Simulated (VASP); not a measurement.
# Ag (Im-3m) in VASP: further runs, part 2 of 2

VASP 6.6.1.

## (3) Single point, PBE

This run uses another cell than the first one, of 18.36 Å³/atom, 1.020 times its volume.

The input, INCAR:

```
SYSTEM = Ag
PREC = Accurate
ENCUT = 520
EDIFF = 1E-7
ISMEAR = -1
SIGMA = 0.06122561905347299
LREAL = .False.
LASPH = .True.
NELM = 80
ALGO = Normal
ISIF = 2
LWAVE = .False.
LCHARG = .False.
GGA = PE
NBANDS = 12
```

The input, KPOINTS:

```
Automatic mesh
0
Gamma
  16 16 16
  0 0 0
```

The input, POSCAR:

```
Ag
1.0
   -1.6618999391      1.6618999391      1.6618999391
    1.6618999391     -1.6618999391      1.6618999391
    1.6618999391      1.6618999391     -1.6618999391
Ag
1
Direct
    0.0000000000      0.0000000000      0.0000000000
```

Potentials or basis: VASP PAW PBE potentials, release 64 (Ag).

Run with:

```
$ cat potpaw_PBE.64/Ag/POTCAR > POTCAR
$ mpirun -np 1 vasp_std > vasp.out
```

OUTCAR:

```text
SYSTEM = Ag
   PREC = Accurate
   ENCUT = 520
   EDIFF = 1E-7
   ISMEAR = -1
   LREAL = .False.
   LASPH = .True.
   NELM = 80
   ISIF = 2
   GGA = PE

 ion  position               nearest neighbor table
   1  0.000  0.000  0.000-

  LATTYP: Found a body centered cubic cell.
 ALAT       =     3.3237998782

  Lattice vectors:

 A1 = (  -1.6618999391,   1.6618999391,   1.6618999391)
 A2 = (   1.6618999391,  -1.6618999391,   1.6618999391)
 A3 = (   1.6618999391,   1.6618999391,  -1.6618999391)

Analysis of symmetry for initial positions (statically):
=====================================================================
 Subroutine PRICEL returns:
 Original cell was already a primitive cell.

 Routine SETGRP: Setting up the symmetry group for a
 body centered cubic supercell.

 Subroutine GETGRP returns: Found 48 space group operations
 (whereof 48 operations were pure point group operations)
 out of a pool of 48 trial point group operations.

The static configuration has the point symmetry O_h .

Analysis of symmetry for dynamics (positions and initial velocities):
[... 159 lines left out ...]
 val. band max:        7.4449007436   @ k =  -0.3750   0.4375   0.1250
 cond. band min:       7.5421617566   @ k =  -0.3125   0.3125   0.3125
 fundamental gap:      0.0972610131
 Fermi energy:         7.4884181791

 k-point     1 :       0.0000    0.0000    0.0000
  band No.  band energies     occupation
      1       0.2117      2.00000
      2       2.7914      2.00000
      3       2.7914      2.00000
      4       2.7914      2.00000
      5       3.9713      2.00000
      6       3.9713      2.00000
      7      25.1520      0.00000
      8      25.1520      0.00000
      9      25.1520      0.00000
     10      30.3504      0.00000
     11      30.3504      0.00000
     12      30.3504      0.00000
[... 331 lines left out ...]
 k-point    24 :       0.2500    0.1875    0.0000
  band No.  band energies     occupation
      1       1.9893      2.00000
      2       2.4203      2.00000
      3       3.1667      2.00000
      4       3.7786      2.00000
      5       4.1633      2.00000
      6       6.3119      2.00000
      7      15.7926      0.00000
      8      17.5194      0.00000
      9      21.8682      0.00000
     10      26.7506      0.00000
     11      29.6481      0.00000
     12      32.1335      0.00000

 [... further k-points ...]
[... 5 lines left out ...]
  --------------------------------------------------------------------------------------
  -------------------------------------------------------------------------------------
  Total       -0.1884274     -0.1884274     -0.1884274      0.0000000      0.0000000      0.0000000
  in kB      -16.4429599    -16.4429599    -16.4429599      0.0000000      0.0000000      0.0000000
  external PRESSURE =     -16.4429599 kB  Pullay stress =       0.0000000 kB

 VOLUME and BASIS-vectors are now :
 -----------------------------------------------------------------------------
  energy-cutoff  :      520.00
  volume of cell :       18.36
      direct lattice vectors                 reciprocal lattice vectors
    -1.661899939  1.661899939  1.661899939     0.000000000  0.300860472  0.300860472
     1.661899939 -1.661899939  1.661899939     0.300860472  0.000000000  0.300860472
     1.661899939  1.661899939 -1.661899939     0.300860472  0.300860472  0.000000000

 POSITION                                       TOTAL-FORCE (eV/Angst)
 -----------------------------------------------------------------------------------
      0.00000      0.00000      0.00000         0.000000     -0.000000      0.000000
 -----------------------------------------------------------------------------------
    total drift:                                0.000000      0.000000     -0.000000

  FREE ENERGIE OF THE ION-ELECTRON SYSTEM (eV)
  ---------------------------------------------------
  free  energy   TOTEN  =        -2.6810262895 eV

  energy  without entropy=       -2.6758101296  energy(sigma->0) =       -2.67841821
```

OSZICAR:

```text
N       E                     dE             d eps       ncg     rms          rms(c)
DAV:   1     0.520767249354E+02    0.52077E+02   -0.53651E+03  3556   0.813E+02
DAV:   2    -0.205997974693E+01   -0.54137E+02   -0.50596E+02  4044   0.191E+02
DAV:   3    -0.290722289623E+01   -0.84724E+00   -0.84682E+00  4056   0.251E+01
DAV:   4    -0.290991534476E+01   -0.26924E-02   -0.26923E-02  3900   0.149E+00
DAV:   5    -0.290993805861E+01   -0.22714E-04   -0.22713E-04  4040   0.123E-01    0.431E+00
DAV:   6    -0.268856037200E+01    0.22138E+00   -0.93545E-01  3784   0.850E+00    0.295E+00
DAV:   7    -0.268329081134E+01    0.52696E-02   -0.49735E-03  3876   0.703E-01    0.170E+00
DAV:   8    -0.268101041633E+01    0.22804E-02   -0.72248E-04  3876   0.215E-01    0.591E-02
DAV:   9    -0.268102158859E+01   -0.11172E-04   -0.10020E-05  3836   0.259E-02    0.192E-02
DAV:  10    -0.268102650251E+01   -0.49139E-05   -0.39859E-06  3920   0.192E-02    0.210E-03
DAV:  11    -0.268102634304E+01    0.15947E-06   -0.67699E-08  2876   0.219E-03    0.796E-04
DAV:  12    -0.268102628952E+01    0.53519E-07   -0.73192E-09  1980   0.733E-04
   1 F= -.26810263E+01 E0= -.26784182E+01  d E =-.521616E-02
```

Run time: 12 s. Hardware: 1 thread of Intel Xeon Platinum 8488C (Sapphire Rapids), shared host; peak memory 0.16 GiB.

Results:

```yaml
Free_energy: -2.6810 eV
Pressure: -1.6 GPa
```

## (4) Single point, PBE

This run uses another cell than the first one, of 18.36 Å³/atom, 1.020 times its volume.

The input, INCAR:

```
PREC     = Accurate       # precision mode
ENCUT    = 520            # plane-wave cutoff, eV
EDIFF    = 1E-6           # SCF threshold, eV
ISMEAR   = -1             # smearing method
SIGMA    = 0.06122561905347299 # smearing width, eV
LREAL    = F              # projectors in reciprocal space
LASPH    = T              # aspherical terms in the spheres
NELM     = 100            # most SCF steps
ALGO     = Normal         # electronic algorithm
ISIF     = 2              # what is computed and relaxed
LWAVE    = F              # write WAVECAR
LCHARG   = F              # write CHGCAR
GGA      = PE             # functional
NBANDS   = 12             # bands
```

The input, KPOINTS:

```
Automatic mesh
0
Gamma
  16 16 16
```

POSCAR is that of step 3.

Potentials or basis: VASP PAW PBE potentials, release 64 (Ag).

Run with:

```
$ cat potpaw_PBE.64/Ag/POTCAR > POTCAR
$ mpirun -np 1 vasp_std > vasp.out
```

OUTCAR:

```text
PREC = Accurate
   ENCUT = 520
   EDIFF = 1E-6
   ISMEAR = -1
   LREAL = F
   LASPH = T
   NELM = 100
   ISIF = 2
   GGA = PE

 ion  position               nearest neighbor table
   1  0.000  0.000  0.000-

  LATTYP: Found a body centered cubic cell.
 ALAT       =     3.3237998782

  Lattice vectors:

 A1 = (  -1.6618999391,   1.6618999391,   1.6618999391)
 A2 = (   1.6618999391,  -1.6618999391,   1.6618999391)
 A3 = (   1.6618999391,   1.6618999391,  -1.6618999391)

[... 528 lines left out ...]
      3       3.1667      2.00000
      4       3.7786      2.00000
      5       4.1633      2.00000
      6       6.3119      2.00000
      7      15.7926      0.00000
      8      17.5194      0.00000
      9      21.8682      0.00000
     10      26.7506      0.00000
     11      29.6481      0.00000
     12      32.1335      0.00000

 [... further k-points ...]
[... 5 lines left out ...]
  --------------------------------------------------------------------------------------
  -------------------------------------------------------------------------------------
  Total       -0.1888846     -0.1888846     -0.1888846     -0.0000000     -0.0000000      0.0000000
  in kB      -16.4828624    -16.4828624    -16.4828624     -0.0000000     -0.0000000      0.0000000
  external PRESSURE =     -16.4828624 kB  Pullay stress =       0.0000000 kB

 VOLUME and BASIS-vectors are now :
 -----------------------------------------------------------------------------
  energy-cutoff  :      520.00
  volume of cell :       18.36
      direct lattice vectors                 reciprocal lattice vectors
    -1.661899939  1.661899939  1.661899939     0.000000000  0.300860472  0.300860472
     1.661899939 -1.661899939  1.661899939     0.300860472  0.000000000  0.300860472
     1.661899939  1.661899939 -1.661899939     0.300860472  0.300860472  0.000000000

 POSITION                                       TOTAL-FORCE (eV/Angst)
 -----------------------------------------------------------------------------------
      0.00000      0.00000      0.00000         0.000000     -0.000000      0.000000
 -----------------------------------------------------------------------------------
    total drift:                                0.000000      0.000000      0.000000

  FREE ENERGIE OF THE ION-ELECTRON SYSTEM (eV)
  ---------------------------------------------------
  free  energy   TOTEN  =        -2.6810263429 eV

  energy  without entropy=       -2.6758102518  energy(sigma->0) =       -2.67841830
```

OSZICAR:

```text
N       E                     dE             d eps       ncg     rms          rms(c)
DAV:   1     0.520767249354E+02    0.52077E+02   -0.53651E+03  3556   0.813E+02
DAV:   2    -0.205997974693E+01   -0.54137E+02   -0.50596E+02  4044   0.191E+02
DAV:   3    -0.290722289623E+01   -0.84724E+00   -0.84682E+00  4056   0.251E+01
DAV:   4    -0.290991534476E+01   -0.26924E-02   -0.26923E-02  3900   0.149E+00
DAV:   5    -0.290993805861E+01   -0.22714E-04   -0.22713E-04  4040   0.123E-01    0.431E+00
DAV:   6    -0.268856037200E+01    0.22138E+00   -0.93545E-01  3784   0.850E+00    0.295E+00
DAV:   7    -0.268329081134E+01    0.52696E-02   -0.49735E-03  3876   0.703E-01    0.170E+00
DAV:   8    -0.268101041633E+01    0.22804E-02   -0.72248E-04  3876   0.215E-01    0.591E-02
DAV:   9    -0.268102158859E+01   -0.11172E-04   -0.10020E-05  3836   0.259E-02    0.192E-02
DAV:  10    -0.268102650251E+01   -0.49139E-05   -0.39859E-06  3920   0.192E-02    0.210E-03
DAV:  11    -0.268102634290E+01    0.15960E-06   -0.66697E-08  1944   0.219E-03
   1 F= -.26810263E+01 E0= -.26784183E+01  d E =-.521609E-02
```

stdout:

```text
POSCAR found type information on POSCAR Ag
 POSCAR found :  1 types and       1 ions
 scaLAPACK will be used
 LDA part: xc-table for (Slater+PW92), standard interpolation
 POSCAR, INCAR and KPOINTS ok, starting setup
 FFT: planning ... GRIDC
 FFT: planning ... GRID_SOFT
 FFT: planning ... GRID
 WAVECAR not read
 entering main loop
```

It took 11 s on 1 thread of Intel Xeon Platinum 8488C (Sapphire Rapids), shared host; peak memory 0.16 GiB.

Results:

| Quantity | Value |
| --- | --- |
| Free energy | -2.6810 eV |
| Pressure | -1.6 GPa |
